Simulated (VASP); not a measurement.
A run of VASP 6.6.1 is set up as follows.

INCAR

```
SYSTEM = K3Zn2Bi
  PREC = Accurate
  ENCUT = 520
  EDIFF = 1E-6
  ISMEAR = 0
  SIGMA = 0.1
  LREAL = .FALSE.
  LASPH = .TRUE.
  NELM = 60
  ALGO = Fast
  ISIF = 2
  LWAVE = .FALSE.
  LCHARG = .FALSE.
  GGA = PE
  NBANDS = 42
```

KPOINTS

```
Automatic mesh
0
G
  6 6 8
  0 0 0
```

File POSCAR:

```
K3Zn2Bi
1.0
    7.1614029749      0.0000000000      0.0000000000
   -3.5807014874      6.2019569030      0.0000000000
    0.0000000000      0.0000000000      5.2388492906
K Zn Bi
3 2 1
Direct
    0.5000000000      0.0000000000      0.5000000000
    0.5000000000      0.5000000000      0.5000000000
    0.0000000000      0.5000000000      0.5000000000
    0.3333333333      0.6666666667      0.0000000000
    0.6666666667      0.3333333333      0.0000000000
    0.0000000000      0.0000000000      0.0000000000
```

Potentials or basis: VASP PAW PBE potentials, release 64 (K_sv, Zn, Bi_d).

The run is started by

```bash
$ cat potpaw_PBE.64/K_sv/POTCAR potpaw_PBE.64/Zn/POTCAR potpaw_PBE.64/Bi_d/POTCAR > POTCAR
$ mpirun -np 1 vasp_std > vasp.out
```

(1) What does it give for the band gap on the k mesh?

(2) Estimate the pressure.

## Answers

(1) zero (bands 33 and 34 overlap by 0.50 eV).

(2) 0.0 GPa.

Caveat: spin-orbit coupling is left out, which moves the levels of the heavy elements.
